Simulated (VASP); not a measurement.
## Ta: single point with PBEsol+D3(BJ)

Crystal: Ta.

```
Ta
1.0
    -1.62242    1.62242    1.62242
     1.62242   -1.62242    1.62242
     1.62242    1.62242   -1.62242
Ta
1
Direct
  0.00000 0.00000 0.00000
```

```
Program             : VASP 6.6.1
Task                : single point
Functional          : PBEsol
Dispersion          : D3(BJ)
Potentials or basis : VASP PAW PBE potentials, release 64 (Ta_pv)
Cutoff              : 520 eV
k mesh              : 11 × 11 × 11
Occupations         : fermi-dirac, width 0.05 eV
Spin                : no spin polarisation
```

| Item | Value |
| --- | --- |
| Pressure | 0.2 GPa |
| Dispersion energy per atom | -0.768 eV |

Levels at points of the mesh, in eV from the Fermi level:
```csv
k point,band 1,band 2,band 3,band 4,band 5,band 6,band 7,band 8,band 9,band 10
"(0.00, 0.00, 0.00)",-32.81,-32.81,-32.81,-8.12,0.72,0.72,0.72,4.18,4.18,14.84
```

It took 7.9 s on 1 thread of Intel Xeon 8259CL, with other jobs on the host, peak memory 0.15 GiB.

Caveat: the PAW data sets were made with another functional, which shifts forces and pressure a little; spin-orbit coupling is left out, which moves the levels of the heavy elements; pairwise dispersion overbinds metals, which lowers pressure and volume.
